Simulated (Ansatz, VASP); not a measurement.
## Two plane-wave programs on LiBr

```
Li Br
1.0
     0.00000    2.73955    2.73955
     2.73955    0.00000    2.73955
     2.73955    2.73955    0.00000
Li Br
1 1
Direct
  0.00000 0.00000 0.00000
  0.50000 0.50000 0.50000
```

Alike in both runs: task single point; functional PBE-based screened hybrid with a share of 0.3 of exact exchange and HFSCREEN = 0.5; k mesh 4 × 4 × 4; no spin polarisation.

```csv
,VASP,Ansatz
version,VASP 6.6.1,Ansatz 0.2.0
potentials or method,"VASP PAW PBE potentials, release 64 (Li_sv, Br)",plane waves
plane-wave cutoff (eV),650,420
occupations,"gaussian, width 0.01 eV",fixed
valence electrons in the cell,10,10
```

```csv
,VASP,Ansatz,Ansatz less VASP
gap on the k mesh at the Fermi level (eV),5.77,5.78,+0.009
pressure (GPa),0.0,0.1,+0.13
```

VASP's potentials were made for PBE, not for PBE-based screened hybrid. Ansatz's warnings: stress exchange threshold loose, stress scf threshold loose.

The k mesh is coarse, so the values compare programs but aren't converged.
